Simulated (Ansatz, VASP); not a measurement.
Two plane-wave programs on Zn2Sb

```
CELL_PARAMETERS angstrom
-2.66747 2.66747 7.01520
2.66747 -2.66747 7.01520
2.66747 2.66747 -7.01520
ATOMIC_POSITIONS crystal
Zn 0.19753 0.19753 0.00000
Zn 0.94753 0.44753 0.50000
Zn 0.55247 0.05247 0.50000
Zn 0.80247 0.80247 0.00000
Sb 0.00000 0.00000 0.00000
Sb 0.75000 0.25000 0.50000
```

Alike in both runs: functional PBE; k mesh 6 × 6 × 6; occupations gaussian, width 0.1 eV; no spin polarisation.

Ansatz relaxed the structure, and its values are those at the end. VASP's run is a single point on that final structure, the one shown.

```csv
,VASP,Ansatz
version,VASP 6.6.1,Ansatz 0.2.0
potentials or method,"VASP PAW PBE potentials, release 64 (Zn, Sb), cutoff 520 eV","scalar-relativistic, plane waves, PAW"
valence electrons in the cell,58,78
```

```tsv
	VASP	Ansatz	Ansatz less VASP
gap on the k mesh at the Fermi level (eV)	none	none	-
pressure (GPa)	0.1	0.0	-0.13
rms of the force components (eV/Å)	0.008	0.008	+0.0006
```

A gap of «none» marks a metal or a gap that the smearing closes. VASP's potentials hold 58 valence electrons a cell and Ansatz's 78, so a difference there can come from the potentials and not from the codes.

Neither program's run includes spin-orbit coupling.
